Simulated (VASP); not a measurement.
Wanted: the native input for a VASP 6.6.1 run.

```
Task                   : single point
Functional             : PBEsol
Potentials or basis    : VASP PAW PBE potentials, release 64 (Nd, H)
Cutoff                 : 520 eV
k mesh                 : 8 × 8 × 8
Occupations            : fermi-dirac, width 0.05 eV
Spin                   : collinear spin, ferromagnetic start
Starting moments       : [3.0, 0.0, 0.0] μB
Dipole correction      : no
Further INCAR settings : ALGO = Normal; EDIFF = 1e-06; NBANDS = 19
```

The structure of NdH2 lies in POSCAR:

```
NdH2
1.0
    0.0000000000      2.7166437422      2.7166437422
    2.7166437422      0.0000000000      2.7166437422
    2.7166437422      2.7166437422      0.0000000000
Nd H
1 2
Direct
    0.0000000000      0.0000000000      0.0000000000
    0.7500000000      0.7500000000      0.7500000000
    0.2500000000      0.2500000000      0.2500000000
```

One way to write it, as run:

INCAR

```
SYSTEM = NdH2
PREC     = Accurate       ! precision mode
ENCUT    = 520            ! plane-wave cutoff, eV
EDIFF    = 1E-6           ! SCF threshold, eV
ISMEAR   = -1             ! smearing method
SIGMA    = 0.05           ! smearing width, eV
LREAL    = .False.        ! projectors in reciprocal space
LASPH    = .True.         ! aspherical terms in the spheres
NELM     = 150            ! most SCF steps
ALGO     = Normal         ! electronic algorithm
ISIF     = 2              ! what is computed and relaxed
LWAVE    = .False.        ! write WAVECAR
LCHARG   = .False.        ! write CHGCAR
ISPIN    = 2              ! spin polarisation
MAGMOM   = 3 0 0          ! initial moments
LORBIT   = 11             ! projections on sites
LMAXMIX  = 6              ! l up to which the mixer works
GGA      = PS             ! functional
NBANDS   = 19             ! bands
```

KPOINTS

```
regular mesh
0
Gamma
  8 8 8
  0 0 0
```

Potentials or basis: VASP PAW PBE potentials, release 64 (Nd, H).

Launch:

```sh
$ cat potpaw_PBE.64/Nd/POTCAR potpaw_PBE.64/H/POTCAR > POTCAR
$ mpirun -np 1 vasp_std > vasp.out
```

Results of the run:

* Pressure: -0.2 GPa
* Net moment: 3.75 μB per cell
* Site moments: Nd +3.16; H -0.02 μB
* Valence electrons inside the program's atomic spheres: Nd 11.10; H 0.55

Caveat: the magnetic or orbital state may not be the lowest; the PAW data sets were made with another functional, which shifts forces and pressure a little.

It took 100 s on 1 thread of Intel(R) Xeon(R) Platinum 8259CL CPU @ 2.50GHz (Skylake/Cascade Lake), on a shared host, peak memory 0.21 GiB.
